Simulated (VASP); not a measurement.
Gd:

```xyz
1
Lattice="-2.0516 2.0516 2.0516 2.0516 -2.0516 2.0516 2.0516 2.0516 -2.0516" Properties=species:S:1:pos:R:3 pbc="T T T"
Gd    0.0000    0.0000    0.0000
```

Base run:

```yaml
Program: VASP 6.6.1
Functional: r2SCAN
Potentials_or_basis: VASP PAW PBE potentials, release 64 (Gd)
Cutoff: 520 eV
k_mesh: 9 × 9 × 9
Occupations: fermi-dirac, width 0.05 eV
Spin: collinear spin, ferromagnetic start
Starting_moments: "[7.0] μB"
```

Its results: pressure -0.7 GPa; net moment 8.05 μB per cell; site moments Gd +7.12 μB.

Problem. The run is repeated on the same cell with these changes: functional from r2SCAN to PBE; further incar settings from ALGO = Normal; EDIFF = 1e-07; NBANDS = 19 to ALGO = Normal; EDIFF = 1e-06; NBANDS = 19. What comes out?

Solution. Pressure -1.4 GPa; net moment 7.62 μB per cell; site moments Gd +6.99 μB.

Caveats: the PAW data sets were made with another functional, which shifts forces and pressure a little (some runs).
